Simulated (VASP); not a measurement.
A run of VASP 6.6.1:

File INCAR:

```
  ALGO = Normal
  EDIFF = 1E-6
  EDIFFG = -0.005
  ENCUT = 600
  GGA = PE
  IBRION = 2
  ISIF = 3
  ISMEAR = -1
  LASPH = T
  LCHARG = F
  LREAL = F
  LWAVE = F
  NELM = 60
  NSW = 32
  PREC = Accurate
  PSTRESS = 160.0
  SIGMA = 0.1
```

The input KPOINTS:

```
k-points
0
Gamma
  16 16 16
```

Contents of POSCAR:

```
Ti
1.0
   -2.3738370633      2.3738370633      1.3530540507
    2.3738370633     -2.3738370633      1.3530540507
    2.3738370633      2.3738370633     -1.3530540507
Ti
2
Direct
   -0.3750000000     -0.1250000000     -0.2500000000
    0.3750000000      0.1250000000      0.2500000000
```

Potentials or basis: VASP PAW PBE potentials, release 64 (Ti_sv).

Launch:

```bash
$ cat potpaw_PBE.64/Ti_sv/POTCAR > POTCAR
$ mpirun -np 1 vasp_std > vasp.out
```

Hardware: 1 thread of Intel(R) Xeon(R) 6975P-C (Granite Rapids), on a shared host.

Task: Estimate the wall time of this run.

Result: Wall time 22 min on 1 thread of Intel(R) Xeon(R) 6975P-C (Granite Rapids), with other jobs on the host, peak memory 0.32 GiB. Counts: scf iterations 69, k points 349, ion steps 13.
